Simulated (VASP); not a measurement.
Crystal: HfO2.

```
CELL_PARAMETERS angstrom
3.53414 0.00000 0.00000
0.00000 3.53414 0.00000
0.00000 0.00000 5.13715
ATOMIC_POSITIONS crystal
Hf 0.00000 0.00000 0.00000
Hf 0.50000 0.50000 0.50000
O 0.00000 0.50000 0.19721
O 0.50000 0.00000 0.30279
O 0.50000 0.00000 0.80279
O 0.00000 0.50000 0.69721
```

Base run:

```yaml
Program: VASP 6.6.1
Functional: r2SCAN
Potentials_or_basis: VASP PAW PBE potentials, release 64 (Hf_pv, O)
Cutoff: 520 eV
k_mesh: 8 × 8 × 5
Occupations: fermi-dirac, width 0.05 eV
Spin: no spin polarisation
```

Its results: band gap on the k mesh 5.39 eV, indirect (least direct gap 5.47 eV); pressure 6.2 GPa; largest force 0.117 eV/Å.

Task: The run is repeated on the same cell with these changes: functional from r2SCAN to PBE; further incar settings from ALGO = Normal; EDIFF = 1e-06; NBANDS = 31 to ALGO = Normal; EDIFF = 1e-07; NBANDS = 31. What comes out?

Result: Band gap on the k mesh 4.83 eV, indirect (least direct gap 4.91 eV); pressure 12.3 GPa; largest force 0.220 eV/Å.

Caveats: spin-orbit coupling is left out, which moves the levels of the heavy elements; the PAW data sets were made with another functional, which shifts forces and pressure a little (some runs).

A k mesh can miss the band edges.
